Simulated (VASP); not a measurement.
# Ge (P6_3mc) in VASP: notebook

The runs below take Ge through single point, with PBEsol+D4.

All numbers are computed with VASP 6.6.1; they aren't measurements. Logs are shortened: lines on timing, memory, paths and dates and some standing lists are left out, and cuts for length are marked.

### Step 1. The cell of the first run

It takes space group P6_3mc (No. 186, hexagonal). Conventional cell: a = 4.050 Å, b = 4.050 Å, c = 10.993 Å, α = 90.00°, β = 90.00°, γ = 120.00°. Ge (site symmetry 3m) has 3 Ge at 2.44 Å within 3.2 Å. Ge (site symmetry 3m) has 3 Ge at 2.44 Å within 3.2 Å.

### Step 2. Single point, PBEsol+D4

INCAR reads:

```
ALGO = Normal ; EDIFF = 1E-6
ENCUT = 520 ; GGA = PS
ISIF = 2 ; ISMEAR = 1
IVDW = 13 ; LASPH = T
LCHARG = T ; LELF = T
LREAL = F ; LVHAR = T
LWAVE = F ; NBANDS = 36
NELM = 60 ; PREC = Accurate
SIGMA = 0.5
```

KPOINTS reads:

```
k-points
0
Gamma
  6 6 2
```

POSCAR reads:

```
Ge
1.0
    4.0504050000      0.0000000000      0.0000000000
   -2.0252020000      3.5077530000      0.0000000000
    0.0000000000      0.0000000000     10.9933590000
Ge
4
Direct
    0.0000000000      0.0000000000      0.9774520000
    0.0000000000      0.0000000000      0.4774520000
    0.3333333333      0.6666666667      0.9148480000
    0.6666666667      0.3333333333      0.4148480000
```

Potentials or basis: VASP PAW PBE potentials, release 64 (Ge_d).

On the command line:

```
> cat potpaw_PBE.64/Ge_d/POTCAR > POTCAR
> mpirun -np 1 vasp_std > vasp.out
```

OUTCAR:

```text
EDIFF = 1E-6
   ENCUT = 520
   GGA = PS
   ISIF = 2
   ISMEAR = 1
   IVDW = 13
   LASPH = T
   LREAL = F
   NELM = 60
   PREC = Accurate

 ion  position               nearest neighbor table
   1  0.000  0.000  0.977-   3 2.44   3 2.44   3 2.44
   2  0.000  0.000  0.477-   4 2.44   4 2.44   4 2.44
   3  0.333  0.667  0.915-   1 2.44   1 2.44   1 2.44
   4  0.667  0.333  0.415-   2 2.44   2 2.44   2 2.44

  LATTYP: Found a hexagonal cell.
 ALAT       =     4.0504050000
 C/A-ratio  =     2.7141382158

  Lattice vectors:

 A1 = (   4.0504050000,   0.0000000000,   0.0000000000)
 A2 = (  -2.0252020000,   3.5077530000,   0.0000000000)
 A3 = (   0.0000000000,   0.0000000000,  10.9933590000)

Analysis of symmetry for initial positions (statically):
=====================================================================
 Subroutine PRICEL returns:
 Original cell was already a primitive cell.

 Routine SETGRP: Setting up the symmetry group for a
 hexagonal supercell.

 Subroutine GETGRP returns: Found 12 space group operations
 (whereof  6 operations were pure point group operations)
 out of a pool of 24 trial point group operations.

The static configuration has the point symmetry C_3v.
 The point group associated with its full space group is C_6v.

Analysis of symmetry for dynamics (positions and initial velocities):
=====================================================================
 Subroutine PRICEL returns:
 Original cell was already a primitive cell.

 Routine SETGRP: Setting up the symmetry group for a
 hexagonal supercell.

 Subroutine GETGRP returns: Found 12 space group operations
 (whereof  6 operations were pure point group operations)
 out of a pool of 24 trial point group operations.

The dynamic configuration has the point symmetry C_3v.
 The point group associated with its full space group is C_6v.

 Subroutine INISYM returns: Found 12 space group operations
 (whereof  6 operations are pure point group operations),
 and found     1 'primitive' translations

----------------------------------------------------------------------------------------

                                     Primitive cell

  volume of cell :     156.1917

  direct lattice vectors                    reciprocal lattice vectors
     4.050405000  0.000000000  0.000000000     0.246888891  0.142541358  0.000000000
    -2.025202000  3.507753000  0.000000000     0.000000000  0.285082787  0.000000000
     0.000000000  0.000000000 10.993359000     0.000000000  0.000000000  0.090964008

  length of vectors
     4.050405000  4.050404208 10.993359000     0.285082731  0.285082787  0.090964008

  position of ions in fractional coordinates (direct lattice)
     0.000000000  0.000000000  0.977452000
     0.000000000  0.000000000  0.477452000
     0.333333333  0.666666667  0.914848000
     0.666666667  0.333333333  0.414848000

  ion indices of the primitive-cell ions
   primitive index   ion index
                 1           1
                 2           2
                 3           3
                 4           4

----------------------------------------------------------------------------------------

 KPOINTS: k-points

Automatic generation of k-mesh.
 Grid dimensions read from file:
 generate k-points for:    6    6    2

 Generating k-lattice:

  Cartesian coordinates                     Fractional coordinates (reciprocal lattice)
     0.041148149  0.023756893  0.000000000     0.166666667  0.000000000  0.000000000
     0.000000000  0.047513798  0.000000000     0.000000000  0.166666667  0.000000000
     0.000000000  0.000000000  0.045482004     0.000000000  0.000000000  0.500000000

  Length of vectors
     0.047513788  0.047513798  0.045482004

  Shift w.r.t. Gamma in fractional coordinates (k-lattice)
     0.000000000  0.000000000  0.000000000

 Subroutine IBZKPT returns following result:
 ===========================================

 Found     14 irreducible k-points:

 Following reciprocal coordinates:
            Coordinates               Weight
  0.000000  0.000000  0.000000      1.000000
  0.166667  0.000000  0.000000      6.000000
  0.333333  0.000000  0.000000      6.000000
  0.500000  0.000000  0.000000      3.000000
  0.166667  0.166667  0.000000      6.000000
  0.333333  0.166667  0.000000     12.000000
  0.333333  0.333333  0.000000      2.000000
  0.000000  0.000000  0.500000      1.000000
  0.166667  0.000000  0.500000      6.000000
  0.333333  0.000000  0.500000      6.000000
  0.500000  0.000000  0.500000      3.000000
  0.166667  0.166667  0.500000      6.000000
  0.333333  0.166667  0.500000     12.000000
  0.333333  0.333333  0.500000      2.000000
   k-points           NKPTS =     14   k-points in BZ     NKDIM =     14   number of bands    NBANDS=     36
   number of dos      NEDOS =    301   number of ions     NIONS =      4
   total plane-waves  NPLWV =  75600
   dimension x,y,z NGX =    30 NGY =   30 NGZ =   84
   dimension x,y,z NGXF=    60 NGYF=   60 NGZF=  168
   ions per type =               4
   NGX,Y,Z   is equivalent  to a cutoff of  12.31, 12.31, 12.70 a.u.
   NGXF,Y,Z  is equivalent  to a cutoff of  24.63, 24.63, 25.41 a.u.
 SYSTEM =  unknown system
   PREC   = accura    normal or accurate (medium, high low for compatibility)
   ISTART =      0    job   : 0-new  1-cont  2-samecut
   ICHARG =      2    charge: 1-file 2-atom 10-const
   ISPIN  =      1    spin polarized calculation?
   LNONCOLLINEAR =      F non collinear calculations
   LSORBIT =      F    spin-orbit coupling
   LASPH  =      T    aspherical Exc in radial PAW
   ENCUT  =  520.0 eV  38.22 Ry    6.18 a.u.   7.53  7.53 20.44*2*pi/ulx,y,z
   NELM   =     60;   NELMIN=  2; NELMDL= -5     # of ELM steps
   EDIFF  = 0.1E-05   stopping-criterion for ELM
   LREAL  =      F    real-space projection
   EDIFFG = 0.1E-04   stopping-criterion for IOM
   NSW    =      0    number of steps for IOM
   IBRION =     -1    ionic relax: 0-MD 1-quasi-New 2-CG
   NFREE  =      0    steps in history (QN), initial steepest desc. (CG)
   ISIF   =      2    stress and relaxation
   ISYM   =      2    0-nonsym 1-usesym 2-fastsym
   POTIM  = 0.5000    time-step for ionic-motion
   TEBEG  =    0.0;   TEEND  =   0.0 temperature during run
   PSTRESS=    0.0 pullay stress
   NELECT =      56.0000    total number of electrons
   NUPDOWN=      -1.0000    fix difference up-down
   EMIN   =  10.00;   EMAX   =-10.00  energy-range for DOS
   EFERMI =   0.00;   METHOD = LEGACY
   ISMEAR =     1;   SIGMA  =   0.50  broadening in eV -4-tet -1-fermi 0-gaus
   EFERMI_NEDOS =   21; number of points for ismear=-14 and -15
   IALGO  =     38    algorithm
   IMIX   =      4    mixing-type and parameters
     AMIX     =   0.40;   BMIX     =  1.00
     AMIX_MAG =   1.60;   BMIX_MAG =  1.00
  volume/ion in A,a.u.               =      39.05       263.51
  Fermi-wavevector in a.u.,A,eV,Ry     =   1.163014  2.197777 18.403257  1.352601
  Thomas-Fermi vector in A             =   2.299568
   LORBIT       =      0    0 simple, 1 ext, 2 COOP (PROOUT), +10 PAW based schemes
   GGA     = PS    functional components
   LHFCALC =     F    Hartree Fock is set to
   AEXX    =    0.0000 exact exchange contribution
   IVDW    =    13    specifies the selected vdW correction
   LEPSILON=     F    determine dielectric tensor
   LRPA    =     F    only Hartree local field effects (RPA)
 non-spin polarized calculation
 Methfessel and Paxton  Order N= 1 SIGMA  =   0.50
  energy-cutoff  :      520.00
  volume of cell :      156.19
 maximum number of plane-waves:      4241
   NGX = 15   NGY = 15   NGZ = 41

 number of electron      55.9999985 magnetization

 Free energy of the ion-electron system (eV)
  ---------------------------------------------------
  ext. energy  EPLUGINS =         0.00000000
  ---------------------------------------------------
  free energy    TOTEN  =       -17.41299894 eV

  energy without entropy =      -17.44165846  energy(sigma->0) =      -17.42255211

 E-fermi :   0.7321     XC(G=0):  -7.3140

 val. band max:        0.7273221929   @ k =   0.3333   0.3333   0.5000
 cond. band min:       0.9494011286   @ k =   0.3333   0.3333   0.0000
 fundamental gap:      0.2220789357
 Fermi energy:         0.7320692269

 k-point     1 :       0.0000    0.0000    0.0000
  band No.  band energies     occupation
      1     -23.7126      2.00000
      2     -23.7126      2.00000
      3     -23.7126      2.00000
      4     -23.7126      2.00000
      5     -23.6683      2.00000
      6     -23.6683      2.00000
[... 28 lines left out ...]
     35       4.5890     -0.00000
     36       4.5890     -0.00000

 k-point     2 :       0.1667    0.0000    0.0000
  band No.  band energies     occupation
      1     -23.7245      2.00000
      2     -23.7244      2.00000
      3     -23.7206      2.00000
      4     -23.7206      2.00000
      5     -23.6866      2.00000
      6     -23.6865      2.00000
[... 28 lines left out ...]
     35       5.5687     -0.00000
     36       5.6112     -0.00000

 k-point     3 :       0.3333    0.0000    0.0000
  band No.  band energies     occupation
      1     -23.7329      2.00000
      2     -23.7329      2.00000
      3     -23.7288      2.00000
      4     -23.7288      2.00000
      5     -23.7056      2.00000
      6     -23.7055      2.00000
[... 28 lines left out ...]
     35       7.0856     -0.00000
     36       7.3873     -0.00000
[... 352 lines left out ...]
 k-point    13 :       0.3333    0.1667    0.5000
  band No.  band energies     occupation
      1     -23.7433      2.00000
      2     -23.7433      2.00000
      3     -23.7266      2.00000
      4     -23.7266      2.00000
      5     -23.7161      2.00000
      6     -23.7161      2.00000
[... 28 lines left out ...]
     35       6.7524     -0.00000
     36       6.7524     -0.00000

 k-point    14 :       0.3333    0.3333    0.5000
  band No.  band energies     occupation
      1     -23.7525      2.00000
      2     -23.7525      2.00000
      3     -23.7229      2.00000
      4     -23.7229      2.00000
      5     -23.7220      2.00000
      6     -23.7220      2.00000
[... 28 lines left out ...]
     35       6.9342     -0.00000
     36       6.9342     -0.00000

------------------------ aborting loop because EDIFF is reached ----------------------------------------

  DFT-D4 for vdW energy calculation

  Edisp (eV):   -0.52320

  FORCE on cell =-STRESS in cart. coord.  units (eV):
  Direction    XX          YY          ZZ          XY          YZ          ZX
  --------------------------------------------------------------------------------------
  -------------------------------------------------------------------------------------
  Total      -2.53515    -2.53515    -1.28334    -0.00000    -0.00000     0.00000
  in kB     -26.00498   -26.00497   -13.16418    -0.00000    -0.00000     0.00000
  external pressure =      -21.72 kB  Pullay stress =        0.00 kB

 VOLUME and BASIS-vectors are now :
 -----------------------------------------------------------------------------
  energy-cutoff  :      520.00
  volume of cell :      156.19
      direct lattice vectors                 reciprocal lattice vectors
     4.050405000  0.000000000  0.000000000     0.246888891  0.142541358  0.000000000
    -2.025202000  3.507753000  0.000000000     0.000000000  0.285082787  0.000000000
     0.000000000  0.000000000 10.993359000     0.000000000  0.000000000  0.090964008

 POSITION                                       TOTAL-FORCE (eV/Angst)
 -----------------------------------------------------------------------------------
      0.00000      0.00000     10.74548        -0.000000      0.000000     -0.179604
      0.00000      0.00000      5.24880        -0.000000      0.000000     -0.179604
      0.00000      2.33850     10.05725        -0.000000      0.000000      0.179604
      2.02520      1.16925      4.56057         0.000000     -0.000000      0.179604
 -----------------------------------------------------------------------------------
    total drift:                               -0.000000     -0.000000      0.001935

  FREE ENERGIE OF THE ION-ELECTRON SYSTEM (eV)
  ---------------------------------------------------
  free  energy   TOTEN  =       -17.9362003162 eV

  energy  without entropy=      -17.9648598291  energy(sigma->0) =      -17.94575349
```

It took 86 s on 1 thread of Intel Xeon 6975P-C, shared host; peak memory 0.28 GiB.

Results:

```yaml
Free_energy: -17.9362 eV
Pressure: -2.2 GPa
Largest_force: 0.180 eV/Å
Band_gap_on_the_k_mesh: zero (filled and empty bands touch)
Dispersion_energy_per_atom: -0.131 eV
```

Forces on the atoms (eV/Å):
```
Ge   0.000  0.000 -0.180
Ge   0.000  0.000 -0.180
Ge   0.000  0.000  0.180
Ge   0.000  0.000  0.180
```

Stress tensor (GPa, compression positive):
```
-2.60  0.00  0.00
 0.00 -2.60  0.00
 0.00  0.00 -1.32
```

Caveat: the PAW data sets were made with another functional, which shifts forces and pressure a little; pairwise dispersion overbinds metals, which lowers pressure and volume.

[end of part 1 of 3]
